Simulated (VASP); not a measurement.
Write the native input for VASP 6.6.1 that does the following.

- Task: single point
- Functional: PBE
- Potentials or basis: VASP PAW PBE potentials, release 64 (Ru_pv)
- Cutoff: 520 eV
- k mesh: 14 × 14 × 8
- Occupations: fermi-dirac, width 0.03 eV
- Spin: no spin polarisation
- Dipole correction: no
- Further INCAR settings: ALGO = Normal; EDIFF = 1e-06; NBANDS = 21

The structure of Ru lies in POSCAR:

```
Ru
1.0
    2.6784661590      0.0000000000      0.0000000000
   -1.3392330795      2.3196197369      0.0000000000
    0.0000000000      0.0000000000      4.2386455276
Ru
2
Direct
    0.3333333333      0.6666666667      0.2500000000
    0.6666666667      0.3333333333      0.7500000000
```

This cell differs from its parent crystal: volume scaled by 0.97.

These files were run (other wordings do the same):

INCAR

```
SYSTEM = Ru
ALGO = Normal ; EDIFF = 1E-6
ENCUT = 520 ; GGA = PE
ISIF = 2 ; ISMEAR = -1
LASPH = .True. ; LCHARG = .True.
LELF = .True. ; LREAL = .False.
LVHAR = .True. ; LWAVE = .False.
NBANDS = 21 ; NELM = 100
PREC = Accurate ; SIGMA = 0.03
```

KPOINTS

```
k-points
0
Gamma
  14 14 8
  0 0 0
```

Potentials or basis: VASP PAW PBE potentials, release 64 (Ru_pv).

The run is started by

```console
$ cat potpaw_PBE.64/Ru_pv/POTCAR > POTCAR
$ mpirun -np 1 vasp_std > vasp.out
```

It gave:

| Item | Value |
| --- | --- |
| Pressure | 15.5 GPa |
| Band gap on the k mesh | zero (band 14 reaches 15.12 eV, above the bottom of band 15 at 11.83 eV) |

Wall time 29 s on 1 thread of AMD EPYC 9R45 96-Core Processor (Zen 5) (shared host), peak memory 0.14 GiB.
